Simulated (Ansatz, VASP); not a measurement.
One calculation of BiTe, two programs

File INCAR:

```
SYSTEM = BiTe
ALGO = Normal
EDIFF = 1E-6
ENCUT = 520
GGA = PE
ISIF = 2
ISMEAR = 0
LASPH = .TRUE.
LCHARG = .FALSE.
LREAL = .FALSE.
LWAVE = .FALSE.
NBANDS = 18
NELM = 100
PREC = Accurate
SIGMA = 0.15
```

File KPOINTS:

```
k-points
0
G
  12 12 12
  0 0 0
```

POSCAR

```
BiTe
1.0
    2.3015723842      1.3288134356      3.4831565522
   -2.3015723842      1.3288134356      3.4831565522
    0.0000000000     -2.6576268711      3.4831565522
Bi Te
1 1
Direct
    0.5000000000      0.5000000000      0.5000000000
    0.0000000000      0.0000000000      0.0000000000
```

Input for Ansatz:

```yaml
crystal:
  lattice:
    - [2.3015723842, 1.3288134356, 3.4831565522]
    - [-2.3015723842, 1.3288134356, 3.4831565522]
    - [0.0, -2.6576268711, 3.4831565522]
  atoms:
    - { symbol: Bi, position: [0.5, 0.5, 0.5] }
    - { symbol: Te, position: [0.0, 0.0, 0.0] }
basis:
  ecutwfc: 420
kpoints:
  mp_grid: { grid: [12, 12, 12] }
hamiltonian:
  xc: pbe
scf:
  occupations: { method: gaussian, width: 0.15 }
output:
  forces: true
  stress: true
  eigenvalues: true
```

Change from the starting cell: strain -0.050 along x and y, +0.050 along z, atoms carried along.

Alike in both runs: task single point; functional PBE; k mesh 12 × 12 × 12; occupations gaussian, width 0.15 eV; no spin polarisation.

|  | VASP | Ansatz |
| --- | --- | --- |
| version | VASP 6.6.1 | Ansatz 0.2.0 |
| potentials or method | VASP PAW PBE potentials, release 64 (Bi_d, Te), cutoff 520 eV | scalar-relativistic, plane waves, PAW |
| valence electrons in the cell | 21 | 31 |

VASP gave:

- gap on the k mesh at the Fermi level (eV): none
- pressure (GPa): 3.8
- traceless stress, the component that is largest in VASP (GPa): -0.38

**Question.** What did Ansatz give for the same quantities?

**Answer.** gap on the k mesh at the Fermi level (eV): none; pressure (GPa): 3.8; traceless stress, the component that is largest in VASP (GPa): -0.39.

A gap of «none» marks a metal or a gap that the smearing closes. With one functional, cell and mesh, what is left measures potentials, basis and numerics. VASP's potentials hold 21 valence electrons a cell and Ansatz's 31, so a difference there can come from the potentials and not from the codes.

Spin-orbit coupling is off throughout.
